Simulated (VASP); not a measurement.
Crystal: InP4.

```
CELL_PARAMETERS angstrom
3.71499 -6.43455 0.00000
7.42997 0.00000 0.00000
3.71499 -2.14485 6.55875
ATOMIC_POSITIONS crystal
In 0.86747 0.86031 0.40897
In 0.63697 0.64405 0.08392
In 0.13788 0.13363 0.59226
P 0.87812 0.87405 0.91766
P 0.37720 0.38030 0.40810
P 0.32889 0.87698 0.91704
P 0.82411 0.38312 0.42087
P 0.87473 0.33231 0.91958
P 0.38406 0.82458 0.41556
P 0.61971 0.61600 0.58181
P 0.11905 0.12317 0.08456
P 0.61928 0.17914 0.58266
P 0.11909 0.67799 0.08035
P 0.18173 0.62030 0.57832
P 0.67660 0.12142 0.08466
```

| Property | Result |
| --- | --- |
| Program | VASP 6.6.1 |
| Task | relaxation of cell and atoms |
| Functional | PBEsol |
| Potentials or basis | VASP PAW PBE potentials, release 64 (In_d, P) |
| Cutoff | 500 eV |
| k mesh | 2 × 2 × 2, shifted |
| Occupations | gaussian, width 0.1 eV |
| Spin | no spin polarisation |

At the start: pressure -1.0 GPa; volume 20.90 Å³/atom.

How do energy, volume and symmetry change on relaxing?

Over 23 steps the energy falls by 25.7 meV/atom and the volume is 19.70 Å³/atom (-5.8 %); space group P1 (No. 1, to 0.1 Å) before, Cm (No. 8, to 0.1 Å).

Step by step:
```csv
step,energy change (eV),largest force (eV/Å),pressure (GPa),volume (Å³)
1,0.0000,1.3411,-1.04,313.56
2,-0.2330,0.3951,-0.36,307.42
3,-0.2494,0.4534,-0.03,305.19
4,-0.2923,0.2560,-0.40,303.85
5,-0.2943,0.2253,-0.50,303.49
6,-0.3195,0.2288,0.25,299.64
7,-0.3209,0.2421,0.48,298.50
8,-0.3441,0.2233,0.03,298.54
9,-0.3510,0.2861,-0.37,298.58
10,-0.3681,0.1452,-0.12,297.01
11,-0.3704,0.1089,0.02,296.19
12,-0.3739,0.0929,0.05,296.11
13,-0.3757,0.0984,0.09,295.99
14,-0.3779,0.0781,-0.09,296.49
15,-0.3782,0.0821,-0.18,296.70
16,-0.3799,0.0718,-0.07,296.35
17,-0.3810,0.1068,0.12,295.76
18,-0.3827,0.0615,0.03,295.92
19,-0.3831,0.0704,-0.07,296.10
20,-0.3846,0.0543,-0.05,295.95
21,-0.3849,0.0628,-0.03,295.80
22,-0.3856,0.0407,0.04,295.61
23,-0.3857,0.0324,0.09,295.47
```

Final structure:
```
CELL_PARAMETERS angstrom
3.59355 -6.35639 0.01946
7.29701 0.06337 -0.00471
3.62611 -2.11980 6.34409
ATOMIC_POSITIONS crystal
In 0.87310 0.87268 0.39015
In 0.63170 0.63638 0.08213
In 0.13777 0.13883 0.57968
P 0.88023 0.87822 0.90386
P 0.38006 0.37913 0.41752
P 0.31802 0.88678 0.91523
P 0.82292 0.38429 0.41713
P 0.88691 0.31846 0.91639
P 0.38598 0.82066 0.41729
P 0.61875 0.61983 0.60167
P 0.14015 0.14156 0.07606
P 0.61856 0.16632 0.59401
P 0.11781 0.66701 0.08465
P 0.16409 0.62068 0.59348
P 0.66885 0.11649 0.08706
```

Caveat: the PAW data sets were made with another functional, which shifts forces and pressure a little; an odd number of electrons without spin polarisation forces a metal; a magnetic or distorted state may lie lower.
